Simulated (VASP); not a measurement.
Set up this calculation in VASP 6.6.1, as the native input.

```yaml
Task: single point
Functional: PBE
Potentials_or_basis: VASP PAW PBE potentials, release 64 (Mo_sv, S)
Cutoff: 520 eV
k_mesh: 11 × 11 × 11
Occupations: fermi-dirac, width 0.1 eV
Spin: no spin polarisation
Dipole_correction: no
Further_INCAR_settings: ALGO = Normal; EDIFF = 1e-06; NBANDS = 20
```

The structure of MoS2 lies in POSCAR:

```
MoS2
1.0
    1.5800000000      0.9122130000      6.1500000000
   -1.5800000000      0.9122130000      6.1500000000
    0.0000000000     -1.8244270000      6.1500000000
Mo S
1 2
Direct
    0.0000000000      0.0000000000      0.0000000000
    0.2500000000      0.2500000000      0.2500000000
    0.4170000000      0.4170000000      0.4170000000
```

One way to write it, as run:

INCAR

```
PREC     = Accurate       # precision mode
ENCUT    = 520            # plane-wave cutoff, eV
EDIFF    = 1E-6           # SCF threshold, eV
ISMEAR   = -1             # smearing method
SIGMA    = 0.1            # smearing width, eV
LREAL    = False          # projectors in reciprocal space
LASPH    = True           # aspherical terms in the spheres
NELM     = 80             # most SCF steps
ALGO     = Normal         # electronic algorithm
ISIF     = 2              # what is computed and relaxed
LWAVE    = False          # write WAVECAR
LCHARG   = False          # write CHGCAR
GGA      = PE             # functional
NBANDS   = 20             # bands
```

KPOINTS

```
regular mesh
0
Gamma
  11 11 11
```

Potentials or basis: VASP PAW PBE potentials, release 64 (Mo_sv, S).

Launch:

```sh
$ cat potpaw_PBE.64/Mo_sv/POTCAR potpaw_PBE.64/S/POTCAR > POTCAR
$ mpirun -np 1 vasp_std > vasp.out
```

Results of the run:

```json
{
 "Pressure": "5.2 GPa",
 "Largest force": "0.506 eV/Å",
 "Band gap on the k mesh": "0.94 eV, indirect (least direct gap 1.90 eV)"
}
```

It took 3.9 min on 1 thread of AMD EPYC 9R45 96-Core Processor (Zen 5) (shared host), peak memory 0.37 GiB.
